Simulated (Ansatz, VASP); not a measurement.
# One calculation of Mg, two programs

The input INCAR:

```
SYSTEM = Mg
PREC = Accurate
ENCUT = 520
EDIFF = 1E-7
ISMEAR = -1
SIGMA = 0.1
LREAL = .FALSE.
LASPH = .TRUE.
NELM = 100
ALGO = Normal
ISIF = 2
LWAVE = .FALSE.
LCHARG = .FALSE.
GGA = CA
NBANDS = 9
```

Contents of KPOINTS:

```
regular mesh
0
G
  13 13 7
  0 0 0
```

The input POSCAR:

```
Mg
1.0
    1.5683539307     -2.7164686923      0.0000000000
    1.5683539307      2.7164686923      0.0000000000
    0.0000000000      0.0000000000      5.0790567528
Mg
2
Direct
    0.6666666670      0.3333333330      0.2500000000
    0.3333333330      0.6666666670      0.7500000000
```

Input for Ansatz:

```yaml
crystal:
  lattice:
    - [1.5683539307, -2.7164686923, 0.0]
    - [1.5683539307, 2.7164686923, 0.0]
    - [0.0, 0.0, 5.0790567528]
  atoms:
    - { symbol: Mg, position: [0.666666667, 0.333333333, 0.25] }
    - { symbol: Mg, position: [0.333333333, 0.666666667, 0.75] }
kpoints:
  mp_grid: { grid: [13, 13, 7] }
scf:
  occupations: { method: fermi_dirac, width: 0.1 }
hamiltonian:
  xc: lda
  pseudopotentials: { kind: all_electron, lapw: { basis_error: 0.001 } }
output:
  forces: true
  stress: true
  eigenvalues: true
```

Alike in both runs: task single point; functional LDA; k mesh 13 × 13 × 7; occupations fermi-dirac, width 0.1 eV; no spin polarisation.

```csv
,VASP,Ansatz
version,VASP 6.6.1,Ansatz 0.2.0
potentials or method,"VASP PAW LDA potentials, release 64 (Mg), cutoff 520 eV","all-electron LAPW, scalar-relativistic"
```

VASP gave:

```
pressure (GPa)                                                : -0.3
traceless stress, the component that is largest in VASP (GPa) : -0.09
```

Q: What did Ansatz give for the same quantities?

A: Pressure (GPa): 0.1; traceless stress, the component that is largest in VASP (GPa): -0.09.

LDA's correlation is that of Perdew and Zunger in VASP and of Perdew and Wang (1992) in Ansatz. Ansatz ran all-electron here, and VASP with PAW potentials.
